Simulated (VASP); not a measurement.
Crystal: Pb.

```
Pb
1.0
     3.42886    0.00000    0.00000
    -1.71443    2.96948    0.00000
     0.00000    0.00000   11.25486
Pb
4
Direct
  0.00000 0.00000 0.00000
  0.33333 0.66667 0.25000
  0.00000 0.00000 0.50000
  0.66667 0.33333 0.75000
```

This isn't the form of Pb at room conditions, which is fcc.

| Property | Result |
| --- | --- |
| Program | VASP 6.6.1 |
| Task | relaxation of cell and atoms |
| Functional | PBE |
| Potentials or basis | VASP PAW PBE potentials, release 64 (Pb_d) |
| Cutoff | 600 eV |
| k mesh | 12 × 12 × 4 |
| Occupations | gaussian, width 0.1 eV |
| Spin | no spin polarisation |

At the start: pressure 5.7 GPa; volume 28.65 Å³/atom.

**Question.** Where does the relaxation end?

**Answer.** Over 8 steps the energy falls by 51.4 meV/atom and the volume is 31.91 Å³/atom (+11.4 %); space group P6_3/mmc (No. 194, to 0.1 Å) before and after.

Step by step:
```csv
step,energy change (eV),largest force (eV/Å),pressure (GPa),volume (Å³)
1,0.0000,0.0000,5.66,114.60
2,-0.1868,0.0000,-1.26,132.22
3,-0.2056,0.0000,0.04,127.54
4,-0.2056,0.0000,-0.06,127.81
5,-0.2057,0.0000,0.05,127.59
6,-0.2057,0.0000,0.01,127.57
7,-0.2057,0.0000,0.05,127.54
8,-0.2058,0.0000,-0.01,127.65
```

Final structure:
```
Pb
1.0
     3.56136    0.00000    0.00000
    -1.78068    3.08423    0.00000
     0.00000    0.00000   11.62182
Pb
4
Direct
  0.00000 0.00000 0.00000
  0.33333 0.66667 0.25000
  0.00000 0.00000 0.50000
  0.66667 0.33333 0.75000
```
